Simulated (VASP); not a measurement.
A run of VASP 6.6.1 is set up as follows.

The input INCAR:

```
SYSTEM = TiB2
PREC = Accurate
ENCUT = 600
EDIFF = 1E-7
ISMEAR = 0
SIGMA = 0.1
LREAL = .FALSE.
LASPH = .TRUE.
NELM = 100
ALGO = Normal
ISIF = 3
LWAVE = .FALSE.
LCHARG = .FALSE.
GGA = PE
IBRION = 2
NSW = 80
EDIFFG = -0.01
```

The input KPOINTS:

```
regular mesh
0
G
  15 15 14
  0 0 0
```

The input POSCAR:

```
TiB2
1.0
    3.0332538450      0.0000000000      0.0000000000
   -1.5166269225      2.6268748859      0.0000000000
    0.0000000000      0.0000000000      3.2228831894
Ti B
1 2
Direct
    0.0000000000      0.0000000000      0.0000000000
    0.3333333333      0.6666666667      0.5000000000
    0.6666666667      0.3333333333      0.5000000000
```

Potentials or basis: VASP PAW PBE potentials, release 64 (Ti_sv, B).

Run with:

```sh
$ cat potpaw_PBE.64/Ti_sv/POTCAR potpaw_PBE.64/B/POTCAR > POTCAR
$ mpirun -np 1 vasp_std > vasp.out
```

Predict the relaxed cell.

a = 3.033 Å, b = 3.033 Å, c = 3.225 Å, α = 90.00°, β = 90.00°, γ = 120.00°.

Estimate the space group after relaxing (to 0.05 Å).

P6/mmm (No. 191).

Estimate the relaxed volume.

8.56 Å³/atom.

Final structure:
```yaml
crystal:
  lattice:
    - [3.03272, 0.00000, 0.00000]
    - [-1.51636, 2.62641, 0.00000]
    - [0.00000, 0.00000, 3.22452]
  atoms:
    - { symbol: Ti, position: [0.00000, 0.00000, 0.00000] }
    - { symbol: B, position: [0.33333, 0.66667, 0.50000] }
    - { symbol: B, position: [0.66667, 0.33333, 0.50000] }
```
